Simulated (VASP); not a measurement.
**Zn: single point with RPBE**

Crystal: Zn.

```xyz
1
Lattice="-1.5920 1.5920 1.5920 1.5920 -1.5920 1.5920 1.5920 1.5920 -1.5920" Properties=species:S:1:pos:R:3 pbc="T T T"
Zn    0.0000    0.0000    0.0000
```

```
Program                : VASP 6.6.1
Task                   : single point
Functional             : RPBE
Potentials or basis    : VASP PAW PBE potentials, release 64 (Zn)
Cutoff                 : 520 eV
k mesh                 : 12 × 12 × 12
Occupations            : fermi-dirac, width 0.05 eV
Spin                   : no spin polarisation
Dipole correction      : no
Further INCAR settings : ALGO = Normal; EDIFF = 1e-06; NBANDS = 12
```

```json
{"Pressure": "0.2 GPa", "Band gap on the k mesh": "zero (band 6 reaches 7.06 eV, above the bottom of band 7 at 1.90 eV)"}
```

Levels at points of the mesh, in eV from the Fermi level:
| k point | band 3 | band 4 | band 5 | band 6 | band 7 | band 8 | band 9 | band 10 |
| --- | --- | --- | --- | --- | --- | --- | --- | --- |
| (0.00, 0.00, 0.00) | -7.60 | -7.60 | -7.14 | -7.14 | 18.41 | 18.41 | 18.41 | 20.30 |
| (0.50, 0.00, 0.00) | -7.16 | -7.11 | -6.83 | -2.45 | -1.00 | 11.02 | 12.40 | 14.90 |
| (0.50, 0.50, 0.50) | -6.91 | -6.91 | -6.91 | 4.17 | 4.17 | 4.17 | 7.09 | 8.34 |

It took 6.6 s on 1 thread of Intel Xeon 6975P-C (shared host), peak memory 0.14 GiB.

Caveat: the PAW data sets were made with another functional, which shifts forces and pressure a little.
